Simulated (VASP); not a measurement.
# NaI (Fm-3m) in VASP: further runs

Aim: see how the results for NaI move with the level of theory and the settings. Levels: PBEsol, r2SCAN. Tasks: single point, relaxation of cell and atoms.

Program: VASP 6.6.1. These are calculated values, not measurements. Logs are shortened: lines on timing, memory, paths and dates and some standing lists are left out, and cuts for length are marked.

## Step 1: The cell of the first run

Symmetry: Fm-3m, No. 225, cubic system. Conventional cell: a = 6.401 Å, b = 6.401 Å, c = 6.401 Å, α = 90.00°, β = 90.00°, γ = 90.00°. Within 4.2 Å of Na (site symmetry m-3m) lie 6 I at 3.20 Å. I (site symmetry m-3m) has 6 Na at 3.20 Å within 4.2 Å.

## Step 2: Single point, PBEsol

INCAR

```
PREC = Accurate ; ENCUT = 520
EDIFF = 1E-7 ; ISMEAR = -1
SIGMA = 0.05 ; LREAL = F
LASPH = T ; NELM = 60
ALGO = Normal ; ISIF = 2
LWAVE = F ; LCHARG = F
GGA = PS ; NBANDS = 14
```

KPOINTS

```
regular mesh
0
Gamma
  12 12 12
```

POSCAR

```
NaI
1.0
    0.0000000000      3.2002576574      3.2002576574
    3.2002576574      0.0000000000      3.2002576574
    3.2002576574      3.2002576574      0.0000000000
Na I
1 1
Direct
    0.0000000000      0.0000000000      0.0000000000
    0.5000000000      0.5000000000      0.5000000000
```

Potentials or basis: VASP PAW PBE potentials, release 64 (Na_pv, I).

On the command line:

```
> cat potpaw_PBE.64/Na_pv/POTCAR potpaw_PBE.64/I/POTCAR > POTCAR
> mpirun -np 1 vasp_std > vasp.out
```

OUTCAR:

```text
PREC = Accurate
   ENCUT = 520
   EDIFF = 1E-7
   ISMEAR = -1
   LREAL = F
   LASPH = T
   NELM = 60
   ISIF = 2
   GGA = PS

 ion  position               nearest neighbor table
   1  0.000  0.000  0.000-
   2  0.500  0.500  0.500-

  LATTYP: Found a face centered cubic cell.
 ALAT       =     6.4005153148

  Lattice vectors:

 A1 = (   0.0000000000,   3.2002576574,   3.2002576574)
 A2 = (   3.2002576574,   0.0000000000,   3.2002576574)
 A3 = (   3.2002576574,   3.2002576574,   0.0000000000)

Analysis of symmetry for initial positions (statically):
=====================================================================
 Subroutine PRICEL returns:
 Original cell was already a primitive cell.

 Routine SETGRP: Setting up the symmetry group for a
 face centered cubic supercell.

 Subroutine GETGRP returns: Found 48 space group operations
 (whereof 48 operations were pure point group operations)
 out of a pool of 48 trial point group operations.

The static configuration has the point symmetry O_h .

Analysis of symmetry for dynamics (positions and initial velocities):
=====================================================================
 Subroutine PRICEL returns:
 Original cell was already a primitive cell.

 Routine SETGRP: Setting up the symmetry group for a
 face centered cubic supercell.

 Subroutine GETGRP returns: Found 48 space group operations
 (whereof 48 operations were pure point group operations)
 out of a pool of 48 trial point group operations.

The dynamic configuration has the point symmetry O_h .

 Subroutine INISYM returns: Found 48 space group operations
 (whereof 48 operations are pure point group operations),
 and found     1 'primitive' translations

----------------------------------------------------------------------------------------

                                     Primitive cell

  volume of cell :      65.5518

  direct lattice vectors                    reciprocal lattice vectors
     0.000000000  3.200257657  3.200257657    -0.156237420  0.156237420  0.156237420
     3.200257657  0.000000000  3.200257657     0.156237420 -0.156237420  0.156237420
     3.200257657  3.200257657  0.000000000     0.156237420  0.156237420 -0.156237420

  length of vectors
     4.525847782  4.525847782  4.525847782     0.270611150  0.270611150  0.270611150

  position of ions in fractional coordinates (direct lattice)
     0.000000000  0.000000000  0.000000000
     0.500000000  0.500000000  0.500000000

[... 86 lines left out ...]
   PSTRESS=    0.0 pullay stress
   NELECT =      14.0000    total number of electrons
   NUPDOWN=      -1.0000    fix difference up-down
   EMIN   =  10.00;   EMAX   =-10.00  energy-range for DOS
   EFERMI =   0.00;   METHOD = LEGACY
   ISMEAR =    -1;   SIGMA  =   0.05  broadening in eV -4-tet -1-fermi 0-gaus
   EFERMI_NEDOS =   21; number of points for ismear=-14 and -15
   IALGO  =     38    algorithm
   IMIX   =      4    mixing-type and parameters
     AMIX     =   0.40;   BMIX     =  1.00
     AMIX_MAG =   1.60;   BMIX_MAG =  1.00
  volume/ion in A,a.u.               =      32.78       221.18
  Fermi-wavevector in a.u.,A,eV,Ry     =   0.978564  1.849218 13.028769  0.957587
  Thomas-Fermi vector in A             =   2.109349
   LORBIT       =      0    0 simple, 1 ext, 2 COOP (PROOUT), +10 PAW based schemes
   GGA     = PS    functional components
   LHFCALC =     F    Hartree Fock is set to
   AEXX    =    0.0000 exact exchange contribution
   IVDW    =     0    specifies the selected vdW correction
   LEPSILON=     F    determine dielectric tensor
   LRPA    =     F    only Hartree local field effects (RPA)
 non-spin polarized calculation
  energy-cutoff  :      520.00
  volume of cell :       65.55
 maximum number of plane-waves:      1807
 NGX is ok and might be reduce to    36
   NGX = 17   NGY = 17   NGZ = 17

 number of electron      13.9999999 magnetization

 Free energy of the ion-electron system (eV)
  ---------------------------------------------------
  ext. energy  EPLUGINS =         0.00000000
  ---------------------------------------------------
  free energy    TOTEN  =        -5.66984422 eV

  energy without entropy =       -5.66984422  energy(sigma->0) =       -5.66984422

 E-fermi :   1.9808     XC(G=0):  -7.9831

 val. band max:        0.9556805477   @ k =   0.0000   0.0000   0.0000
 cond. band min:       4.5487351588   @ k =   0.0000   0.0000   0.0000
 fundamental gap:      3.5930546111
 Fermi energy:         1.9807632048

 k-point     1 :       0.0000    0.0000    0.0000
  band No.  band energies     occupation
      1     -21.2535      2.00000
      2     -21.2535      2.00000
      3     -21.2535      2.00000
      4     -10.1911      2.00000
      5       0.9557      2.00000
      6       0.9557      2.00000
      7       0.9557      2.00000
      8       4.5487      0.00000
      9       8.7997      0.00000
     10       8.7997      0.00000
     11       8.7997      0.00000
     12      10.7269      0.00000
     13      10.7269      0.00000
     14      11.2138      0.00000
[... 377 lines left out ...]
      1     -21.2594      2.00000
      2     -21.2550      2.00000
      3     -21.2541      2.00000
      4      -9.8133      2.00000
      5      -1.1976      2.00000
      6       0.1472      2.00000
      7       0.5595      2.00000
      8       6.5945      0.00000
      9       7.6324      0.00000
     10       8.8315      0.00000
     11       9.5775      0.00000
     12      11.9086      0.00000
     13      12.0846      0.00000
     14      12.5437      0.00000

 [... further k-points ...]

------------------------ aborting loop because EDIFF is reached ----------------------------------------

  FORCE on cell =-STRESS in cart. coord.  units (eV):
  Direction    XX          YY          ZZ          XY          YZ          ZX
  --------------------------------------------------------------------------------------
  -------------------------------------------------------------------------------------
  Total        0.0238819      0.0238819      0.0238819      0.0000000      0.0000000      0.0000000
  in kB        0.5837066      0.5837066      0.5837066      0.0000000      0.0000000      0.0000000
  external PRESSURE =       0.5837066 kB  Pullay stress =       0.0000000 kB

 VOLUME and BASIS-vectors are now :
 -----------------------------------------------------------------------------
  energy-cutoff  :      520.00
  volume of cell :       65.55
      direct lattice vectors                 reciprocal lattice vectors
     0.000000000  3.200257657  3.200257657    -0.156237420  0.156237420  0.156237420
     3.200257657  0.000000000  3.200257657     0.156237420 -0.156237420  0.156237420
     3.200257657  3.200257657  0.000000000     0.156237420  0.156237420 -0.156237420

 POSITION                                       TOTAL-FORCE (eV/Angst)
 -----------------------------------------------------------------------------------
      0.00000      0.00000      0.00000        -0.000000      0.000000      0.000000
      3.20026      3.20026      3.20026         0.000000     -0.000000     -0.000000
 -----------------------------------------------------------------------------------
    total drift:                                0.000000      0.000000      0.000000

  FREE ENERGIE OF THE ION-ELECTRON SYSTEM (eV)
  ---------------------------------------------------
  free  energy   TOTEN  =        -5.6698442178 eV

  energy  without entropy=       -5.6698442177  energy(sigma->0) =       -5.66984422
```

OSZICAR:

```text
N       E                     dE             d eps       ncg     rms          rms(c)
DAV:   1     0.805936536738E+02    0.80594E+02   -0.65996E+03  2030   0.904E+02
DAV:   2     0.559128430398E+00   -0.80035E+02   -0.74951E+02  2174   0.217E+02
DAV:   3    -0.558645402872E+01   -0.61456E+01   -0.61114E+01  2592   0.588E+01
DAV:   4    -0.573260313714E+01   -0.14615E+00   -0.14611E+00  2578   0.943E+00
DAV:   5    -0.573610933534E+01   -0.35062E-02   -0.35061E-02  2676   0.140E+00    0.143E+00
DAV:   6    -0.567887897745E+01    0.57230E-01   -0.62595E-02  2538   0.190E+00    0.935E-01
DAV:   7    -0.566895934758E+01    0.99196E-02   -0.51310E-02  2568   0.141E+00    0.523E-01
DAV:   8    -0.566987110147E+01   -0.91175E-03   -0.33627E-03  2442   0.560E-01    0.871E-02
DAV:   9    -0.566983862804E+01    0.32473E-04   -0.12141E-04  2496   0.125E-01    0.208E-02
DAV:  10    -0.566984370415E+01   -0.50761E-05   -0.18610E-05  2594   0.480E-02    0.574E-03
DAV:  11    -0.566984413305E+01   -0.42891E-06   -0.24095E-06  2568   0.156E-02    0.206E-03
DAV:  12    -0.566984421779E+01   -0.84741E-07   -0.30413E-07  2394   0.365E-03
   1 F= -.56698442E+01 E0= -.56698442E+01  d E =-.728386E-10
```

stdout:

```text
POSCAR found type information on POSCAR NaI
 POSCAR found :  2 types and       2 ions
 scaLAPACK will be used
 -----------------------------------------------------------------------------
|                                                                             |
|                                                                             |
|     You enforced a specific xc type in the INCAR file but a different       |
|     I HOPE YOU KNOW WHAT YOU ARE DOING!                                     |
|                                                                             |
 -----------------------------------------------------------------------------

 LDA part: xc-table for (Slater+PW92), standard interpolation
 POSCAR, INCAR and KPOINTS ok, starting setup
 FFT: planning ... GRIDC
 FFT: planning ... GRID_SOFT
 FFT: planning ... GRID
 WAVECAR not read
 entering main loop
```

Run time: 31 s. Hardware: 1 thread of Intel Xeon 6975P-C (Granite Rapids), shared host; peak memory 0.24 GiB.

What came out:

- Free energy: -5.6698 eV
- Pressure: 0.1 GPa
- Band gap on the k mesh: 3.59 eV

Levels at points of the mesh, in eV from the valence-band top:
| k point | band 3 | band 4 | band 5 | band 6 | band 7 | band 8 | band 9 | band 10 | band 11 | band 12 |
| --- | --- | --- | --- | --- | --- | --- | --- | --- | --- | --- |
| (0.00, 0.00, 0.00) | -22.21 | -11.15 | 0.00 | 0.00 | 0.00 | 3.59 | 7.84 | 7.84 | 7.84 | 9.77 |
| (0.50, 0.00, 0.00) | -22.21 | -10.80 | -2.34 | -0.31 | -0.31 | 4.95 | 7.40 | 7.40 | 8.94 | 10.23 |
| (0.50, 0.50, 0.00) | -22.21 | -10.71 | -2.05 | -0.80 | -0.80 | 4.46 | 5.36 | 9.93 | 11.40 | 11.40 |

Caveat: the PAW data sets were made with another functional, which shifts forces and pressure a little; spin-orbit coupling is left out, which moves the levels of the heavy elements. A k mesh can miss the band edges.

## Step 3: Relaxation of cell and atoms, r2SCAN, target pressure 5 GPa, at which the enthalpy is minimised

POSCAR is that of step 2.

INCAR.step1

```
ALGO = Normal
EDIFF = 1E-4
ENCUT = 600
GGA = PE
ISMEAR = 0
LASPH = True
LCHARG = False
LREAL = False
LWAVE = True
NELM = 60
PREC = Accurate
SIGMA = 0.01
```

INCAR.step2

```
ALGO = Normal
EDIFF = 1E-6
EDIFFG = -0.002
ENCUT = 600
IBRION = 2
ISIF = 3
ISMEAR = 0
ISTART = 1
LASPH = True
LCHARG = False
LMIXTAU = True
LREAL = False
LWAVE = False
METAGGA = R2SCAN
NELM = 60
NSW = 100
PREC = Accurate
PSTRESS = 50.0
SIGMA = 0.01
```

KPOINTS

```
k-points
0
Gamma
  6 6 6
```

Potentials or basis: VASP PAW PBE potentials, release 64 (Na_pv, I).

On the command line:

```
> cat potpaw_PBE.64/Na_pv/POTCAR potpaw_PBE.64/I/POTCAR > POTCAR
> cp INCAR.step1 INCAR
> mpirun -np 1 vasp_std > vasp.out
> cp INCAR.step2 INCAR
> mpirun -np 1 vasp_std > vasp.out
```

Wall time 2.7 min (1 thread of Intel Xeon 6975P-C (Granite Rapids), shared host); peak memory 0.23 GiB.

Results (log left out):

```
Free energy                                                : -30.9426 eV
Relaxed volume                                             : 27.87 Å³/atom
Relaxed cell                                               : a = 4.288 Å, b = 4.288 Å, c = 4.288 Å, α = 60.00°, β = 60.00°, γ = 60.00°
Space group after relaxing (to 0.1 Å)                      : Fm-3m (No. 225)
Energy change on relaxing (the run minimises the enthalpy) : +71.5 meV/atom
Ionic steps                                                : 8
Pressure after relaxing                                    : 5.0 GPa
Band gap on the k mesh                                     : 5.16 eV
```

Step by step:
| step | energy change (eV) | largest force (eV/Å) | pressure (GPa) | volume (Å³) |
| --- | --- | --- | --- | --- |
| 1 | 0.0000 | 0.0000 | 0.40 | 65.55 |
| 2 | 0.1065 | 0.0000 | 4.14 | 57.03 |
| 3 | 0.1391 | 0.0000 | 4.98 | 55.86 |
| 4 | 0.1448 | 0.0000 | 5.06 | 55.68 |
| 5 | 0.1419 | 0.0000 | 4.90 | 55.77 |
| 6 | 0.1437 | 0.0000 | 5.09 | 55.71 |
| 7 | 0.1429 | 0.0000 | 4.99 | 55.74 |
| 8 | 0.1430 | 0.0000 | 5.01 | 55.73 |

Final structure:
```yaml
crystal:
  lattice:
    - [0.00000, 3.03179, 3.03179]
    - [3.03179, 0.00000, 3.03179]
    - [3.03179, 3.03179, 0.00000]
  atoms:
    - { symbol: Na, position: [0.00000, 0.00000, 0.00000] }
    - { symbol: I, position: [0.50000, 0.50000, 0.50000] }
```

Levels at points of the mesh, in eV from the valence-band top:
```
           k point  band 3  band 4  band 5  band 6  band 7  band 8  band 9  band 10  band 11
(0.00, 0.00, 0.00)  -23.15  -11.98    0.00    0.00    0.00    5.16    8.41     8.41     8.41
(0.50, 0.00, 0.00)  -23.15  -11.40   -3.00   -0.45   -0.45    5.74    8.20     8.20    11.18
(0.50, 0.50, 0.00)  -23.16  -11.26   -2.68   -1.07   -1.07    5.34    5.58    12.17    12.80
```

Caveat: the cell is relaxed towards a set pressure, so the run minimises the enthalpy, not the energy; the PAW data sets were made with another functional, which shifts forces and pressure a little; spin-orbit coupling is left out, which moves the levels of the heavy elements. r2SCAN opens gaps a little over a GGA but as a rule still falls short of measured ones.
